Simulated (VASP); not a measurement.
Wanted: the native input for a VASP 6.6.1 run.

```yaml
Task: single point
Functional: LDA
Potentials_or_basis: VASP PAW LDA potentials, release 64 (Al)
Cutoff: 520 eV
k_mesh: 7 × 7 × 7
Occupations: methfessel-paxton, width 0.1 eV
Spin: no spin polarisation
Dipole_correction: no
Further_INCAR_settings: ALGO = Normal; EDIFF = 1e-06; NBANDS = 8
```

The structure of Al lies in POSCAR:

```
Al
1.0
    2.6793718060      0.0000000000      0.0000000000
    0.0000000000      2.6793718060      0.0000000000
    0.0000000000      0.0000000000      2.6793718060
Al
1
Direct
    0.0000000000      0.0000000000      0.0000000000
```

These files were run (other wordings do the same):

INCAR

```
  ALGO = Normal
  EDIFF = 1E-6
  ENCUT = 520
  GGA = CA
  ISIF = 2
  ISMEAR = 1
  LASPH = True
  LCHARG = False
  LREAL = False
  LWAVE = False
  NBANDS = 8
  NELM = 80
  PREC = Accurate
  SIGMA = 0.1
```

KPOINTS

```
k-points
0
Gamma
  7 7 7
```

Potentials or basis: VASP PAW LDA potentials, release 64 (Al).

The run is started by

```sh
$ cat potpaw_LDA.64/Al/POTCAR > POTCAR
$ mpirun -np 1 vasp_std > vasp.out
```

Results of the run:

```json
{"Pressure": "0.1 GPa"}
```

Wall time 2.4 s on 1 thread of AMD EPYC 9R45 (Zen 5) (shared host), peak memory 0.07 GiB.
